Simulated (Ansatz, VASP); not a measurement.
**Hf2MgO2: VASP beside Ansatz**

```xyz
5
Lattice="-2.5122 2.5122 3.1709 2.5122 -2.5122 3.1709 2.5122 2.5122 -3.1709" Properties=species:S:1:pos:R:3 pbc="T T T"
Mg    0.0000    0.0000    0.0000
Hf    0.0000    2.5122    0.0000
Hf    2.5122    0.0000    0.0000
O     0.0000    0.0000    4.3723
O     0.0000    0.0000    1.9695
```

Alike in both runs: functional PBE; k mesh 10 × 10 × 10; occupations gaussian, width 0.1 eV; no spin polarisation.

Ansatz relaxed the structure, and its values are those at the end. VASP's run is a single point on that final structure, the one shown.

|  | VASP | Ansatz |
| --- | --- | --- |
| version | VASP 6.6.1 | Ansatz 0.2.0 |
| potentials or method | VASP PAW PBE potentials, release 64 (Mg, Hf_pv, O), cutoff 520 eV | scalar-relativistic, plane waves, PAW |
| valence electrons in the cell | 34 | 74 |

|  | VASP | Ansatz | Ansatz less VASP |
| --- | --- | --- | --- |
| gap on the k mesh at the Fermi level (eV) | none | none | - |
| pressure (GPa) | -0.3 | 0.0 | +0.36 |
| rms of the force components (eV/Å) | 0.007 | 0.003 | -0.0041 |

A gap of «none» marks a metal or a gap that the smearing closes. VASP's potentials hold 34 valence electrons a cell and Ansatz's 74, so a difference there can come from the potentials and not from the codes.

Neither program's run includes spin-orbit coupling.
